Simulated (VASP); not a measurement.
A run of VASP 6.6.1 is set up as follows.

File INCAR:

```
PREC = Accurate
ENCUT = 520
EDIFF = 1E-6
ISMEAR = 1
SIGMA = 0.1
LREAL = False
LASPH = True
NELM = 80
ALGO = Normal
ISIF = 2
LWAVE = False
LCHARG = False
GGA = CA
NBANDS = 16
```

File KPOINTS:

```
Automatic mesh
0
Gamma
  7 7 7
```

File POSCAR:

```
MgRh
1.0
    3.0573137843      0.0000000000      0.0000000000
    0.0000000000      3.0573137843      0.0000000000
    0.0000000000      0.0000000000      3.0573137843
Mg Rh
1 1
Direct
    0.0000000000      0.0000000000      0.0000000000
    0.5000000000      0.5000000000      0.5000000000
```

Potentials or basis: VASP PAW LDA potentials, release 64 (Mg, Rh_pv).

Run with:

```console
$ cat potpaw_LDA.64/Mg/POTCAR potpaw_LDA.64/Rh_pv/POTCAR > POTCAR
$ mpirun -np 1 vasp_std > vasp.out
```

Q: What does it give for the pressure?

A: -1.6 GPa.
